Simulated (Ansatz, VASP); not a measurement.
## Two plane-wave programs on TeW

```xyz
2
Lattice="0.0000 3.1607 3.1607 3.1607 0.0000 3.1607 3.1607 3.1607 0.0000" Properties=species:S:1:pos:R:3 pbc="T T T"
W     0.0000    0.0000    0.0000
Te    1.5803    1.5803    1.5803
```

Alike in both runs: task single point; functional PBE; k mesh 12 × 12 × 12; occupations gaussian, width 0.1 eV; collinear spin.

|  | VASP | Ansatz |
| --- | --- | --- |
| version | VASP 6.6.1 | Ansatz 0.2.0 |
| potentials or method | VASP PAW PBE potentials, release 64 (W_sv, Te), cutoff 520 eV | scalar-relativistic, plane waves, PAW |
| valence electrons in the cell | 20 | 30 |

|  | VASP | Ansatz | Ansatz less VASP |
| --- | --- | --- | --- |
| gap on the k mesh at the Fermi level (eV) | none | none | - |
| pressure (GPa) | -6.9 | -6.8 | +0.01 |
| net moment per atom (μB) | 0.75 | 0.75 | 0.000 |
| size of the moment on the site where the two differ most (μB) | 1.19 | 1.07 | -0.117 |

Site moments also hang on the region over which each program counts them. A gap of «none» marks a metal or a gap that the smearing closes. The functional is the same, so the differences come from potentials, cutoffs and numerics. VASP's potentials hold 20 valence electrons a cell and Ansatz's 30, so a difference there can come from the potentials and not from the codes.

Neither program's run includes spin-orbit coupling.
